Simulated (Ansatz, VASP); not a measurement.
# TaN in VASP and in Ansatz

The input INCAR:

```
ALGO = Normal
EDIFF = 1E-6
ENCUT = 520
GGA = PE
ISIF = 2
ISMEAR = 0
LASPH = True
LCHARG = False
LREAL = False
LWAVE = False
NBANDS = 24
NELM = 80
PREC = Accurate
SIGMA = 0.05
```

KPOINTS

```
k-points
0
Gamma
  10 10 5
```

Contents of POSCAR:

```
TaN
1.0
    2.9217699809      0.0000000000      0.0000000000
   -1.4608849905      2.5303270275      0.0000000000
    0.0000000000      0.0000000000      5.9165150000
Ta N
2 2
Direct
    0.0000000000      0.0000000000      0.5000000000
    0.0000000000      0.0000000000      0.0000000000
    0.3333333333      0.6666666667      0.2500000000
    0.6666666667      0.3333333333      0.7500000000
```

Contents of input.yaml:

```yaml
crystal:
  lattice:
    - [2.9217699809, 0.0, 0.0]
    - [-1.4608849905, 2.5303270275, 0.0]
    - [0.0, 0.0, 5.916515]
  atoms:
    - { symbol: Ta, position: [0.0, 0.0, 0.5] }
    - { symbol: Ta, position: [0.0, 0.0, 0.0] }
    - { symbol: "N", position: [0.3333333333, 0.6666666667, 0.25] }
    - { symbol: "N", position: [0.6666666667, 0.3333333333, 0.75] }
hamiltonian:
  xc: pbe
  pseudopotentials: { kind: paw }
kpoints:
  mp_grid: { grid: [10, 10, 5] }
scf:
  occupations: { method: gaussian, width: 0.05 }
output:
  forces: true
  stress: true
  eigenvalues: true
```

Alike in both runs: task single point; functional PBE; k mesh 10 × 10 × 5; occupations gaussian, width 0.05 eV; no spin polarisation.

|  | VASP | Ansatz |
| --- | --- | --- |
| version | VASP 6.6.1 | Ansatz 0.2.0 |
| potentials or method | VASP PAW PBE potentials, release 64 (Ta_pv, N) | Ansatz PAW |
| plane-wave cutoff (eV) | 520 | 420 |
| valence electrons in the cell | 32 | 36 |

```csv
,VASP,Ansatz,Ansatz less VASP
gap on the k mesh at the Fermi level (eV),none,none,-
pressure (GPa),-0.4,-1.1,-0.68
"traceless stress, the component that is largest in VASP (GPa)",0.14,0.08,-0.060
```

A gap of «none» marks a metal or a gap that the smearing closes. VASP's potentials hold 32 valence electrons a cell and Ansatz's 36, so a difference there can come from the potentials and not from the codes.

Neither program's run includes spin-orbit coupling.
